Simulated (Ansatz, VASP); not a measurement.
## BaTiO3 in VASP and in Ansatz

```xyz
5
Lattice="3.9841 0.0000 0.0000 0.0000 3.9841 0.0000 0.0000 0.0000 4.2081" Properties=species:S:1:pos:R:3 pbc="T T T"
Ba    0.0000    0.0000   -0.0595
Ti    1.9920    1.9920    1.9719
O     1.9920    1.9920    0.1618
O     1.9920    0.0000    2.1778
O     0.0000    1.9920    2.1778
```

Alike in both runs: functional PBE; k mesh 8 × 8 × 6; occupations gaussian, width 0.02 eV; no spin polarisation.

Ansatz relaxed the structure, and its values are those at the end. VASP's run is a single point on that final structure, the one shown.

|  | VASP | Ansatz |
| --- | --- | --- |
| version | VASP 6.6.1 | Ansatz 0.2.0 |
| potentials or method | VASP PAW PBE potentials, release 64 (Ba_sv, Ti_sv, O_h), cutoff 1340 eV | scalar-relativistic, plane waves, PAW |
| valence electrons in the cell | 40 | 40 |

|  | VASP | Ansatz | Ansatz less VASP |
| --- | --- | --- | --- |
| gap on the k mesh at the Fermi level (eV) | 1.80 | 1.84 | +0.049 |
| least direct gap on the mesh (eV) | 2.37 | 2.40 | +0.032 |
| pressure (GPa) | 1.4 | 0.0 | -1.38 |
| rms of the force components (eV/Å) | 0.025 | 0.004 | -0.0208 |

Neither program's run includes spin-orbit coupling.
